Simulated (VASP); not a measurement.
A run of VASP 6.6.1 is set up as follows.

INCAR

```
SYSTEM = La8O11
ALGO = Normal ; EDIFF = 1E-7
ENCUT = 520 ; GGA = PE
ISIF = 2 ; ISMEAR = 0
LASPH = .True. ; LCHARG = .False.
LREAL = Auto ; LWAVE = .False.
NBANDS = 92 ; NELM = 80
PREC = Accurate ; SIGMA = 0.05
```

File KPOINTS:

```
k-points
0
Gamma
  2 2 2
  0 0 0
```

Contents of POSCAR:

```
La8O11
1.0
   -3.9307780000     -6.8083070000      0.0000000000
    5.8961670000     -3.4041530000      0.0000000000
    0.0000000000      0.0000000000      6.1119540000
La O
8 11
Direct
    0.4998363624      0.6710067365      0.8011089416
    0.4998790444      0.3292628160      0.2477377938
    0.2533702280      0.1692837259      0.7517695650
    0.2422959612      0.8371846716      0.2540184367
   -0.0001607405      0.6637722719      0.7562866147
   -0.0001416253      0.3329066667      0.2457323795
    0.7463556880      0.1692178187      0.7517428960
    0.7574167132      0.8371608120      0.2540001119
    0.4998736701      0.3566054736      0.6332717818
    0.7595964078      0.4951691241      0.0003313179
    0.2510948630      0.1666917106      0.3561842907
    0.2595491423      0.8269336771      0.6397790298
    0.4998771254      0.0259139551     -0.0139569113
   -0.0001356977      0.6637180736      0.3601226384
   -0.0001545177      0.3300553776      0.6438571036
    0.2401941273      0.4951630087      0.0002562192
    0.7486294055      0.1666438548      0.3561581124
    0.7401615937      0.8268754784      0.6397464706
   -0.0001674948     -0.0099424567     -0.0049524260
```

Potentials or basis: VASP PAW PBE potentials, release 64 (La, O).

Run with:

```console
$ cat potpaw_PBE.64/La/POTCAR potpaw_PBE.64/O/POTCAR > POTCAR
$ mpirun -np 1 vasp_std > vasp.out
```

Problem. What does it give for the largest force?

Solution. 0.019 eV/Å.

Problem. What does it give for the pressure?

Solution. 1.5 GPa.

Problem. What does it give for the band gap on the k mesh?

Solution. 0.16 eV.

Stress tensor (GPa, compression positive):
```
 0.75  0.12 -0.07
 0.12  0.88  0.04
-0.07  0.04  2.90
```

Caveat: the k points lie up to 0.51 Å⁻¹ apart; spin-orbit coupling is left out, which moves the levels of the heavy elements.
